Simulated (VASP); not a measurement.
Input of a VASP 6.6.1 run:

POSCAR

```
Y
1.0
    1.7894432978      1.0331355697      2.9223200133
   -1.7894432978      1.0331355697      2.9223200133
    0.0000000000     -2.0662711394      2.9223200133
Y
1
Direct
    0.5000000000      0.5000000000      0.5000000000
```

File INCAR.step1:

```
SYSTEM = Y
  PREC = Accurate
  ENCUT = 520
  ISMEAR = 0
  SIGMA = 0.1
  LREAL = .False.
  LASPH = .True.
  NELM = 100
  NBANDS = 12
  GGA = PE
  ALGO = Normal
  EDIFF = 1E-4
  LWAVE = .True.
  LCHARG = .False.
```

The input INCAR.step2:

```
SYSTEM = Y
  PREC = Accurate
  ENCUT = 520
  EDIFF = 1E-7
  ISMEAR = 0
  SIGMA = 0.1
  LREAL = .False.
  LASPH = .True.
  NELM = 100
  ALGO = Normal
  ISIF = 2
  LWAVE = .False.
  LCHARG = .False.
  METAGGA = R2SCAN
  LMIXTAU = .True.
  NBANDS = 12
  ISTART = 1
```

The input KPOINTS:

```
regular mesh
0
Gamma
  18 18 18
  0 0 0
```

Potentials or basis: VASP PAW PBE potentials, release 64 (Y_sv).

Run with:

```sh
$ cat potpaw_PBE.64/Y_sv/POTCAR > POTCAR
$ cp INCAR.step1 INCAR
$ mpirun -np 1 vasp_std > vasp.out
$ cp INCAR.step2 INCAR
$ mpirun -np 1 vasp_std > vasp.out
```

(1) Predict the pressure.

(2) Predict the band gap on the k mesh.

## Answers

(1) 1.0 GPa.

(2) zero (an odd number of electrons rules out a gap without spin polarisation).

Caveat: the PAW data sets were made with another functional, which shifts forces and pressure a little.
